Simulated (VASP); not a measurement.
A run of VASP 6.6.1 is set up as follows.

File POSCAR:

```
Tc3Ge
1.0
    0.0000000000      3.1556286989      3.1556286989
    3.1556286989      0.0000000000      3.1556286989
    3.1556286989      3.1556286989      0.0000000000
Tc Ge
3 1
Direct
    0.2500000000      0.2500000000      0.2500000000
    0.7500000000      0.7500000000      0.7500000000
    0.5000000000      0.5000000000      0.5000000000
    0.0000000000      0.0000000000      0.0000000000
```

The input INCAR.step1:

```
PREC = Accurate
ENCUT = 520
ISMEAR = 1
SIGMA = 0.15
LREAL = False
LASPH = True
NELM = 100
NBANDS = 34
GGA = PE
ALGO = Normal
EDIFF = 1E-4
LWAVE = True
LCHARG = False
```

INCAR.step2

```
PREC = Accurate
ENCUT = 520
EDIFF = 1E-6
ISMEAR = 1
SIGMA = 0.15
LREAL = False
LASPH = True
NELM = 100
ALGO = Normal
ISIF = 2
LWAVE = False
LCHARG = False
METAGGA = R2SCAN
LMIXTAU = True
NBANDS = 34
ISTART = 1
```

The input KPOINTS:

```
Automatic mesh
0
Gamma
  7 7 7
```

Potentials or basis: VASP PAW PBE potentials, release 64 (Tc_pv, Ge_d).

The run is started by

```sh
$ cat potpaw_PBE.64/Tc_pv/POTCAR potpaw_PBE.64/Ge_d/POTCAR > POTCAR
$ cp INCAR.step1 INCAR
$ mpirun -np 1 vasp_std > vasp.out
$ cp INCAR.step2 INCAR
$ mpirun -np 1 vasp_std > vasp.out
```

(1) Estimate the pressure.

Answers

(1) -22.7 GPa.

Caveat: the PAW data sets were made with another functional, which shifts forces and pressure a little.
